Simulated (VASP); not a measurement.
MgO: relaxation of cell and atoms with PBE

MgO:

```
Mg O
1.0
     0.00000    2.12668    2.12668
     2.12668    0.00000    2.12668
     2.12668    2.12668    0.00000
Mg O
1 1
Direct
  0.00000 0.00000 0.00000
  0.50000 0.50000 0.50000
```

```
Program                : VASP 6.6.1
Task                   : relaxation of cell and atoms
Functional             : PBE
Potentials or basis    : VASP PAW PBE potentials, release 64 (Mg, O)
Cutoff                 : 600 eV
k mesh                 : 10 × 10 × 10
Occupations            : gaussian, width 0.02 eV
Spin                   : no spin polarisation
Dipole correction      : no
Further INCAR settings : ALGO = Normal; EDIFF = 1e-06; IBRION = 2; EDIFFG = -0.01; NSW = 100; ISIF = 3
```

| Quantity | Value |
| --- | --- |
| Relaxed volume | 9.56 Å³/atom |
| Relaxed cell | a = 3.001 Å, b = 3.001 Å, c = 3.001 Å, α = 60.00°, β = 60.00°, γ = 60.00° |
| Space group after relaxing (to 0.05 Å) | Fm-3m (No. 225) |
| Energy gained by relaxing | 0.2 meV/atom |
| Ionic steps | 3 |
| Pressure after relaxing | 0.0 GPa |
| Band gap on the k mesh | 4.51 eV, direct |

Step by step:
```tsv
step	energy change (eV)	largest force (eV/Å)	pressure (GPa)	volume (Å³)
1	0.0000	0.0000	-0.96	19.24
2	-0.0003	0.0000	0.33	19.08
3	-0.0003	0.0000	-0.01	19.12
```

Final structure:
```
CELL_PARAMETERS angstrom
0.00000 2.12235 2.12235
2.12235 0.00000 2.12235
2.12235 2.12235 0.00000
ATOMIC_POSITIONS crystal
Mg 0.00000 0.00000 0.00000
O 0.50000 0.50000 0.50000
```

Levels at points of the mesh, in eV from the valence-band top:
```tsv
k point	band 2	band 3	band 4	band 5	band 6	band 7
(0.00, 0.00, 0.00)	0.00	0.00	0.00	4.51	15.67	15.67
(0.50, 0.00, 0.00)	-4.52	-0.63	-0.63	7.75	12.34	16.08
(0.50, 0.50, 0.00)	-3.99	-1.32	-1.32	9.09	9.72	12.85
```

Wall time 18 s on 1 thread of Intel(R) Xeon(R) Platinum 8375C CPU @ 2.90GHz (Ice Lake), on a shared host, peak memory 0.15 GiB.

PBE gaps usually lie below the measured ones, often by a third to a half.
